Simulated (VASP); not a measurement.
The system is GaN.

```
Ga N
1.0
     0.00000    2.24895    2.35735
     2.24895    0.00000    2.35735
     2.24895    2.24895    0.00000
Ga N
1 1
Direct
  0.00000 0.00000 0.00000
  0.75000 0.75000 0.75000
```

This cell differs from its parent crystal: uniaxial z strain +4.8%.

Base run:

| Quantity | Value |
| --- | --- |
| Program | VASP 6.6.1 |
| Functional | PBE |
| Potentials or basis | VASP PAW PBE potentials, release 64 (Ga_d, N) |
| Cutoff | 520 eV |
| k mesh | 6 × 6 × 6 |
| Occupations | gaussian, width 0.01 eV |
| Spin | no spin polarisation |

Its results: band gap on the k mesh 1.37 eV, direct; pressure -2.3 GPa.

**Question.** The run is repeated on the same cell with these changes: functional from PBE to r2SCAN; k mesh from 6 × 6 × 6 to 10 × 10 × 10. What comes out?

**Answer.** Band gap on the k mesh 1.76 eV, direct; pressure -7.6 GPa.

Several settings changed at once, so the effect can't be laid on one alone.

Caveats: the PAW data sets were made with another functional, which shifts forces and pressure a little (some runs).

